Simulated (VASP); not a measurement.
P, 1 atom in the cell. It takes space group Pm-3m (No. 221, cubic). Conventional cell: a = 2.423 Å, b = 2.423 Å, c = 2.423 Å, α = 90.00°, β = 90.00°, γ = 90.00°. Within 3.2 Å of P (site symmetry m-3m) lie 6 P at 2.42 Å. This isn't the form of P at room conditions, which is orthorhombic.

```yaml
Program: VASP 6.6.1
Task: elastic constants
Functional: PBEsol
Potentials_or_basis: VASP PAW PBE potentials, release 64 (P)
Cutoff: 600 eV
k_mesh: 20 × 20 × 20
Occupations: fermi-dirac, width 0.15 eV
Spin: no spin polarisation
Dipole_correction: no
Ions_in_elastic_constants: relaxed
Further_INCAR_settings: ALGO = Normal; EDIFF = 1e-08; IBRION = 6; POTIM = 0.015; NSW = 1; ISIF = 3
```

Potentials or basis: VASP PAW PBE potentials, release 64 (P).

Run with:

```sh
$ cat potpaw_PBE.64/P/POTCAR > POTCAR
$ mpirun -np 1 vasp_std > vasp.out
```

Hardware: 1 thread of AMD EPYC 9R45 96-Core Processor (Zen 5) (shared host).

Q: How long does it take, and how much memory?

A: Wall time 6.9 min on 1 thread of AMD EPYC 9R45 96-Core Processor (Zen 5) (shared host), peak memory 0.42 GiB. Counts: scf iterations 127, k points 286.
